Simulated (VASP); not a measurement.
Set up this calculation in VASP 6.6.1, as the native input.

```yaml
Task: single point
Functional: PBEsol
Potentials_or_basis: VASP PAW PBE potentials, release 64 (P, B)
Cutoff: 520 eV
k_mesh: 10 × 10 × 10
Occupations: gaussian, width 0.1 eV
Spin: no spin polarisation
Dipole_correction: no
Further_INCAR_settings: ALGO = Normal; EDIFF = 1e-06; NBANDS = 11
```

The structure of BP lies in POSCAR:

```
BP
1.0
    0.0000000000      2.2690000000      2.2690000000
    2.2690000000      0.0000000000      2.2690000000
    2.2690000000      2.2690000000      0.0000000000
P B
1 1
Direct
    0.7500000000      0.7500000000      0.7500000000
    0.0000000000      0.0000000000      0.0000000000
```

The input as run:

INCAR

```
PREC = Accurate
ENCUT = 520
EDIFF = 1E-6
ISMEAR = 0
SIGMA = 0.1
LREAL = False
LASPH = True
NELM = 80
ALGO = Normal
ISIF = 2
LWAVE = False
LCHARG = False
GGA = PS
NBANDS = 11
```

KPOINTS

```
Automatic mesh
0
Gamma
  10 10 10
```

Potentials or basis: VASP PAW PBE potentials, release 64 (P, B).

Run with:

```sh
$ cat potpaw_PBE.64/P/POTCAR potpaw_PBE.64/B/POTCAR > POTCAR
$ mpirun -np 1 vasp_std > vasp.out
```

It gave:

| Quantity | Value |
| --- | --- |
| Pressure | -1.9 GPa |
| Band gap on the k mesh | 1.13 eV, indirect (least direct gap 3.36 eV) |

Caveat: the PAW data sets were made with another functional, which shifts forces and pressure a little.

Run time: 3.7 s on 1 thread of Intel(R) Xeon(R) 6975P-C (Granite Rapids) (shared host), peak memory 0.13 GiB.
